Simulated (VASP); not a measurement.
Set up this calculation in VASP 6.6.1, as the native input.

| Quantity | Value |
| --- | --- |
| Task | single point |
| Functional | HF |
| Potentials or basis | VASP PAW PBE potentials, release 64 (Mn_pv, S) |
| Cutoff | 520 eV |
| k mesh | 5 × 5 × 5 |
| Occupations | fermi-dirac, width 0.05 eV |
| Spin | collinear spin, ferromagnetic start |
| Starting moments | [4.0, 0.0] μB |
| Dipole correction | no |
| Grid for exact exchange (PRECFOCK) | Normal |
| Further INCAR settings | ALGO = Normal; EDIFF = 1e-07; NBANDS = 20 |
| Share of exact exchange | 1 |

The system is MnS.

```
Mn S
1.0
     0.00000    2.60450    2.60450
     2.60450    0.00000    2.60450
     2.60450    2.60450    0.00000
Mn S
1 1
Direct
  0.00000 0.00000 0.00000
  0.50000 0.50000 0.50000
```

The input as run:

POSCAR

```
MnS
1.0
    0.0000000000      2.6045000000      2.6045000000
    2.6045000000      0.0000000000      2.6045000000
    2.6045000000      2.6045000000      0.0000000000
Mn S
1 1
Direct
    0.0000000000      0.0000000000      0.0000000000
    0.5000000000      0.5000000000      0.5000000000
```

INCAR.step1

```
PREC = Accurate
ENCUT = 520
EDIFF = 1E-5
ISMEAR = -1
SIGMA = 0.05
LREAL = F
LASPH = T
NELM = 150
ALGO = Normal
ISIF = 2
LWAVE = T
LCHARG = F
ISPIN = 2
MAGMOM = 4 0
LORBIT = 11
LMAXMIX = 4
GGA = PE
NBANDS = 20
```

INCAR.step2

```
PREC = Accurate
ENCUT = 520
EDIFF = 1E-7
ISMEAR = -1
SIGMA = 0.05
LREAL = F
LASPH = T
NELM = 150
ALGO = Normal
ISIF = 2
LWAVE = F
LCHARG = F
ISPIN = 2
MAGMOM = 4 0
LORBIT = 11
LMAXMIX = 4
GGA = PE
LHFCALC = T
AEXX = 1.0
ALDAC = 0.0
AGGAC = 0.0
PRECFOCK = Normal
ISTART = 1
NBANDS = 20
```

KPOINTS

```
Automatic mesh
0
Gamma
  5 5 5
```

Potentials or basis: VASP PAW PBE potentials, release 64 (Mn_pv, S).

Run with:

```console
$ cat potpaw_PBE.64/Mn_pv/POTCAR potpaw_PBE.64/S/POTCAR > POTCAR
$ cp INCAR.step1 INCAR
$ mpirun -np 1 vasp_std > vasp.out
$ cp INCAR.step2 INCAR
$ mpirun -np 1 vasp_std > vasp.out
```

It gave:

```json
{
  "Pressure": "14.7 GPa",
  "Band gap on the k mesh": "9.44 eV (least direct gap 11.29 eV)",
  "Net moment": "5.00 μB per cell",
  "Site moments": "Mn +4.73; S +0.05 μB",
  "Valence electrons inside the program's atomic spheres": "Mn 11.23; S 3.92"
}
```

Caveat: the cell stands under pressure; the PAW data sets were made with another functional, which shifts forces and pressure a little; an odd mesh through Γ misses points on the zone boundary, where band edges can lie; a cell with one magnetic atom can't hold antiferromagnetic order, which such compounds often take.

It took 59 min on 1 thread of Intel(R) Xeon(R) Platinum 8375C CPU @ 2.90GHz (Ice Lake), with other jobs on the host, peak memory 0.19 GiB.
